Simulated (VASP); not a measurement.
# Ge (Fd-3m) in VASP: notebook

Ge is run at these levels: PBE; tasks: single point.

Everything below comes from runs of VASP 6.6.1. Logs are shortened: lines on timing, memory, paths and dates and some standing lists are left out, and cuts for length are marked.

## 1. The cell of the first run

Symmetry: Fd-3m, No. 227, cubic system. The conventional cell has a = 5.377 Å, b = 5.377 Å, c = 5.377 Å, α = 90.00°, β = 90.00°, γ = 90.00°. Ge (site symmetry -43m) has 4 Ge at 2.33 Å within 3.1 Å.

## 2. Single point, PBE

INCAR

```
SYSTEM = Ge
PREC = Accurate
ENCUT = 520
EDIFF = 1E-6
ISMEAR = -1
SIGMA = 0.05
LREAL = .False.
LASPH = .True.
NELM = 60
ALGO = Normal
ISIF = 2
LWAVE = .False.
LCHARG = .True.
GGA = PE
LELF = .True.
LVHAR = .True.
NBANDS = 21
```

KPOINTS

```
regular mesh
0
Gamma
  8 8 8
  0 0 0
```

POSCAR

```
Ge
1.0
    0.0000000000      2.6885807531      2.6885807531
    2.6885807531      0.0000000000      2.6885807531
    2.6885807531      2.6885807531      0.0000000000
Ge
2
Direct
    0.7500000000      0.7500000000      0.7500000000
    0.5000000000      0.5000000000      0.5000000000
```

Potentials or basis: VASP PAW PBE potentials, release 64 (Ge_d).

On the command line:

```console
cat potpaw_PBE.64/Ge_d/POTCAR > POTCAR
mpirun -np 1 vasp_std > vasp.out
```

OUTCAR:

```text
SYSTEM = Ge
   PREC = Accurate
   ENCUT = 520
   EDIFF = 1E-6
   ISMEAR = -1
   LREAL = .False.
   LASPH = .True.
   NELM = 60
   ISIF = 2
   GGA = PE

 ion  position               nearest neighbor table
   1  0.750  0.750  0.750-   2 2.33   2 2.33   2 2.33   2 2.33
   2  0.500  0.500  0.500-   1 2.33   1 2.33   1 2.33   1 2.33

  LATTYP: Found a face centered cubic cell.
 ALAT       =     5.3771615062

  Lattice vectors:

 A1 = (   0.0000000000,   2.6885807531,   2.6885807531)
 A2 = (   2.6885807531,   0.0000000000,   2.6885807531)
 A3 = (   2.6885807531,   2.6885807531,   0.0000000000)

Analysis of symmetry for initial positions (statically):
=====================================================================
 Subroutine PRICEL returns:
 Original cell was already a primitive cell.

 Routine SETGRP: Setting up the symmetry group for a
 face centered cubic supercell.

 Subroutine GETGRP returns: Found 48 space group operations
 (whereof 24 operations were pure point group operations)
 out of a pool of 48 trial point group operations.

The static configuration has the point symmetry T_d .
 The point group associated with its full space group is O_h .

Analysis of symmetry for dynamics (positions and initial velocities):
=====================================================================
 Subroutine PRICEL returns:
 Original cell was already a primitive cell.

 Routine SETGRP: Setting up the symmetry group for a
 face centered cubic supercell.

 Subroutine GETGRP returns: Found 48 space group operations
 (whereof 24 operations were pure point group operations)
 out of a pool of 48 trial point group operations.

The dynamic configuration has the point symmetry T_d .
 The point group associated with its full space group is O_h .

 Subroutine INISYM returns: Found 48 space group operations
 (whereof 24 operations are pure point group operations),
 and found     1 'primitive' translations

----------------------------------------------------------------------------------------

                                     Primitive cell

  volume of cell :      38.8686

  direct lattice vectors                    reciprocal lattice vectors
     0.000000000  2.688580753  2.688580753    -0.185971725  0.185971725  0.185971725
     2.688580753  0.000000000  2.688580753     0.185971725 -0.185971725  0.185971725
     2.688580753  2.688580753  0.000000000     0.185971725  0.185971725 -0.185971725

  length of vectors
     3.802227365  3.802227365  3.802227365     0.322112476  0.322112476  0.322112476

  position of ions in fractional coordinates (direct lattice)
     0.750000000  0.750000000  0.750000000
     0.500000000  0.500000000  0.500000000

  ion indices of the primitive-cell ions
   primitive index   ion index
                 1           1
                 2           2

----------------------------------------------------------------------------------------

 KPOINTS: regular mesh

Automatic generation of k-mesh.
 Grid dimensions read from file:
 generate k-points for:    8    8    8

 Generating k-lattice:

  Cartesian coordinates                     Fractional coordinates (reciprocal lattice)
    -0.023246466  0.023246466  0.023246466     0.125000000  0.000000000  0.000000000
     0.023246466 -0.023246466  0.023246466     0.000000000  0.125000000  0.000000000
     0.023246466  0.023246466 -0.023246466     0.000000000  0.000000000  0.125000000

  Length of vectors
     0.040264060  0.040264060  0.040264060

  Shift w.r.t. Gamma in fractional coordinates (k-lattice)
     0.000000000  0.000000000  0.000000000

 Subroutine IBZKPT returns following result:
 ===========================================

 Found     29 irreducible k-points:

 Following reciprocal coordinates:
            Coordinates               Weight
  0.000000  0.000000  0.000000      1.000000
  0.125000  0.000000  0.000000      8.000000
  0.250000  0.000000  0.000000      8.000000
  0.375000  0.000000  0.000000      8.000000
  0.500000  0.000000  0.000000      4.000000
  0.125000  0.125000  0.000000      6.000000
[... 16 lines left out ...]
  0.500000  0.250000  0.125000     48.000000
 -0.375000  0.250000  0.125000     24.000000
 [... further k-points ...]
   k-points           NKPTS =     29   k-points in BZ     NKDIM =     29   number of bands    NBANDS=     21
   number of dos      NEDOS =    301   number of ions     NIONS =      2
   total plane-waves  NPLWV =  21952
   dimension x,y,z NGX =    28 NGY =   28 NGZ =   28
   dimension x,y,z NGXF=    56 NGYF=   56 NGZF=   56
   ions per type =               2
   NGX,Y,Z   is equivalent  to a cutoff of  12.24, 12.24, 12.24 a.u.
   NGXF,Y,Z  is equivalent  to a cutoff of  24.49, 24.49, 24.49 a.u.
 SYSTEM =  Ge
   PREC   = accura    normal or accurate (medium, high low for compatibility)
   ISTART =      0    job   : 0-new  1-cont  2-samecut
   ICHARG =      2    charge: 1-file 2-atom 10-const
   ISPIN  =      1    spin polarized calculation?
   LNONCOLLINEAR =      F non collinear calculations
   LSORBIT =      F    spin-orbit coupling
   LASPH  =      T    aspherical Exc in radial PAW
   ENCUT  =  520.0 eV  38.22 Ry    6.18 a.u.   7.07  7.07  7.07*2*pi/ulx,y,z
   NELM   =     60;   NELMIN=  2; NELMDL= -5     # of ELM steps
   EDIFF  = 0.1E-05   stopping-criterion for ELM
   LREAL  =      F    real-space projection
   EDIFFG = 0.1E-04   stopping-criterion for IOM
   NSW    =      0    number of steps for IOM
   IBRION =     -1    ionic relax: 0-MD 1-quasi-New 2-CG
   NFREE  =      0    steps in history (QN), initial steepest desc. (CG)
   ISIF   =      2    stress and relaxation
   ISYM   =      2    0-nonsym 1-usesym 2-fastsym
   POTIM  = 0.5000    time-step for ionic-motion
   TEBEG  =    0.0;   TEEND  =   0.0 temperature during run
   PSTRESS=    0.0 pullay stress
   NELECT =      28.0000    total number of electrons
   NUPDOWN=      -1.0000    fix difference up-down
   EMIN   =  10.00;   EMAX   =-10.00  energy-range for DOS
   EFERMI =   0.00;   METHOD = LEGACY
   ISMEAR =    -1;   SIGMA  =   0.05  broadening in eV -4-tet -1-fermi 0-gaus
   EFERMI_NEDOS =   21; number of points for ismear=-14 and -15
   IALGO  =     38    algorithm
   IMIX   =      4    mixing-type and parameters
     AMIX     =   0.40;   BMIX     =  1.00
     AMIX_MAG =   1.60;   BMIX_MAG =  1.00
  volume/ion in A,a.u.               =      19.43       131.15
  Fermi-wavevector in a.u.,A,eV,Ry     =   1.467555  2.773277 29.303113  2.153718
  Thomas-Fermi vector in A             =   2.583159
   LORBIT       =      0    0 simple, 1 ext, 2 COOP (PROOUT), +10 PAW based schemes
   GGA     = PE    functional components
   LHFCALC =     F    Hartree Fock is set to
   AEXX    =    0.0000 exact exchange contribution
   IVDW    =     0    specifies the selected vdW correction
   LEPSILON=     F    determine dielectric tensor
   LRPA    =     F    only Hartree local field effects (RPA)
 non-spin polarized calculation
  energy-cutoff  :      520.00
  volume of cell :       38.87
 maximum number of plane-waves:      1058
   NGX = 15   NGY = 15   NGZ = 15

 number of electron      27.9999979 magnetization

 Free energy of the ion-electron system (eV)
  ---------------------------------------------------
  ext. energy  EPLUGINS =         0.00000000
  ---------------------------------------------------
  free energy    TOTEN  =        -8.57156114 eV

  energy without entropy =       -8.57131947  energy(sigma->0) =       -8.57144031

 E-fermi :   6.7674     XC(G=0): -10.6708

 val. band max:        6.6152614136   @ k =   0.0000   0.0000   0.0000
 cond. band min:       6.9571866250   @ k =   0.3750   0.3750   0.0000
 fundamental gap:      0.3419252114
 Fermi energy:         6.7673548541

 k-point     1 :       0.0000    0.0000    0.0000
  band No.  band energies     occupation
      1     -18.4921      2.00000
      2     -18.4921      2.00000
      3     -18.4921      2.00000
      4     -18.4426      2.00000
      5     -18.4426      2.00000
      6     -18.1338      2.00000
[... 13 lines left out ...]
     20      16.5123      0.00000
     21      16.5123      0.00000

 k-point     2 :       0.1250    0.0000    0.0000
  band No.  band energies     occupation
      1     -18.5046      2.00000
      2     -18.5046      2.00000
      3     -18.4886      2.00000
      4     -18.4248      2.00000
      5     -18.4248      2.00000
      6     -18.1473      2.00000
[... 13 lines left out ...]
     20      15.4195      0.00000
     21      15.4195      0.00000

 k-point     3 :       0.2500    0.0000    0.0000
  band No.  band energies     occupation
      1     -18.5191      2.00000
      2     -18.5191      2.00000
      3     -18.4802      2.00000
      4     -18.3991      2.00000
      5     -18.3991      2.00000
      6     -18.1650      2.00000
[... 13 lines left out ...]
     20      15.1769      0.00000
     21      15.1769      0.00000

 k-point     4 :       0.3750    0.0000    0.0000
  band No.  band energies     occupation
      1     -18.5255      2.00000
      2     -18.5255      2.00000
      3     -18.4717      2.00000
      4     -18.3846      2.00000
      5     -18.3846      2.00000
      6     -18.1731      2.00000
[... 13 lines left out ...]
     20      16.6126      0.00000
     21      16.6126      0.00000

 k-point     5 :       0.5000    0.0000    0.0000
  band No.  band energies     occupation
      1     -18.5268      2.00000
      2     -18.5268      2.00000
      3     -18.4682      2.00000
      4     -18.3810      2.00000
      5     -18.3810      2.00000
      6     -18.1743      2.00000
[... 13 lines left out ...]
     20      18.6588      0.00000
     21      18.6588      0.00000
[... 382 lines left out ...]
     20      19.9092      0.00000
     21      20.3443      0.00000

 k-point    22 :       0.3750    0.2500    0.1250
  band No.  band energies     occupation
      1     -18.5351      2.00000
      2     -18.5294      2.00000
      3     -18.4696      2.00000
      4     -18.3879      2.00000
      5     -18.3439      2.00000
      6     -18.2454      2.00000
[... 13 lines left out ...]
     20      17.5348      0.00000
     21      17.9065      0.00000

 k-point    23 :       0.5000    0.2500    0.1250
  band No.  band energies     occupation
      1     -18.5513      2.00000
      2     -18.5396      2.00000
      3     -18.4382      2.00000
      4     -18.3661      2.00000
      5     -18.3253      2.00000
      6     -18.2570      2.00000
[... 13 lines left out ...]
     20      17.0646      0.00000
     21      18.9078      0.00000

 k-point    24 :      -0.3750    0.2500    0.1250
  band No.  band energies     occupation
      1     -18.5589      2.00000
      2     -18.5413      2.00000
      3     -18.4242      2.00000
      4     -18.3501      2.00000
      5     -18.3279      2.00000
      6     -18.2486      2.00000
[... 13 lines left out ...]
     20      18.0521      0.00000
     21      19.0536      0.00000

 [... further k-points ...]
[... 5 lines left out ...]
  --------------------------------------------------------------------------------------
  -------------------------------------------------------------------------------------
  Total        4.8399277      4.8399277      4.8399277     -0.0000000      0.0000000     -0.0000000
  in kB      199.5033536    199.5033536    199.5033536     -0.0000000      0.0000000     -0.0000000
  external PRESSURE =     199.5033536 kB  Pullay stress =       0.0000000 kB

 VOLUME and BASIS-vectors are now :
 -----------------------------------------------------------------------------
  energy-cutoff  :      520.00
  volume of cell :       38.87
      direct lattice vectors                 reciprocal lattice vectors
     0.000000000  2.688580753  2.688580753    -0.185971725  0.185971725  0.185971725
     2.688580753  0.000000000  2.688580753     0.185971725 -0.185971725  0.185971725
     2.688580753  2.688580753  0.000000000     0.185971725  0.185971725 -0.185971725

 POSITION                                       TOTAL-FORCE (eV/Angst)
 -----------------------------------------------------------------------------------
      4.03287      4.03287      4.03287         0.000000      0.000000      0.000000
      2.68858      2.68858      2.68858        -0.000000     -0.000000     -0.000000
 -----------------------------------------------------------------------------------
    total drift:                                0.000000      0.000000      0.000000

  FREE ENERGIE OF THE ION-ELECTRON SYSTEM (eV)
  ---------------------------------------------------
  free  energy   TOTEN  =        -8.5715611424 eV

  energy  without entropy=       -8.5713194711  energy(sigma->0) =       -8.57144031
```

Run time: 23 s. Hardware: 1 thread of Intel Xeon 8259CL, shared host; peak memory 0.16 GiB.

Results:

```yaml
Free_energy: -8.5716 eV
Pressure: 20.0 GPa
Band_gap_on_the_k_mesh: 0.34 eV (least direct gap 1.51 eV)
```

Levels at points of the mesh, in eV from the valence-band top:
| k point | band 11 | band 12 | band 13 | band 14 | band 15 | band 16 | band 17 | band 18 |
| --- | --- | --- | --- | --- | --- | --- | --- | --- |
| (0.00, 0.00, 0.00) | -14.05 | 0.00 | 0.00 | 0.00 | 1.51 | 2.59 | 2.59 | 2.59 |
| (0.50, 0.00, 0.00) | -11.55 | -8.42 | -1.66 | -1.66 | 0.69 | 3.79 | 3.79 | 7.14 |
| (0.50, 0.50, 0.00) | -9.54 | -9.54 | -3.66 | -3.66 | 0.51 | 0.51 | 10.84 | 10.84 |

Caveat: the cell stands under pressure; semilocal functionals underestimate gaps, and a narrow one can read as zero.

## 3. Single point, PBE

This run uses another cell than the first one, of 21.07 Å³/atom.

INCAR

```
SYSTEM = Ge
  PREC = Accurate
  ENCUT = 520
  EDIFF = 1E-6
  ISMEAR = -1
  SIGMA = 0.05
  LREAL = .False.
  LASPH = .True.
  NELM = 100
  ALGO = Normal
  ISIF = 2
  LWAVE = .False.
  LCHARG = .True.
  GGA = PE
  LELF = .True.
  LVHAR = .True.
  NBANDS = 21
```

KPOINTS is that of step 2.

POSCAR

```
Ge
1.0
    0.0000000000      2.7621613602      2.7621613602
    2.7621613602      0.0000000000      2.7621613602
    2.7621613602      2.7621613602      0.0000000000
Ge
2
Direct
    0.7500000000      0.7500000000      0.7500000000
    0.5000000000      0.5000000000      0.5000000000
```

Potentials or basis: VASP PAW PBE potentials, release 64 (Ge_d).

On the command line:

```console
cat potpaw_PBE.64/Ge_d/POTCAR > POTCAR
mpirun -np 1 vasp_std > vasp.out
```

It took 38 s on 1 thread of Intel Xeon 8259CL, shared host; peak memory 0.17 GiB.

It converged, with:

```yaml
Free_energy: -8.8708 eV
Pressure: 9.9 GPa
Band_gap_on_the_k_mesh: 0.41 eV (least direct gap 0.71 eV)
```

Levels at points of the mesh, in eV from the valence-band top:
```tsv
k point	band 10	band 11	band 12	band 13	band 14	band 15	band 16	band 17	band 18	band 19
(0.00, 0.00, 0.00)	-24.62	-13.34	0.00	0.00	0.00	0.71	2.58	2.58	2.58	6.60
(0.50, 0.00, 0.00)	-24.59	-11.07	-7.96	-1.52	-1.52	0.41	3.78	3.78	7.15	11.05
(0.50, 0.50, 0.00)	-24.57	-9.17	-9.17	-3.34	-3.34	0.65	0.65	10.12	10.12	12.36
```

Caveat: the cell stands under pressure; semilocal functionals underestimate gaps, and a narrow one can read as zero. A k mesh can miss the band edges.
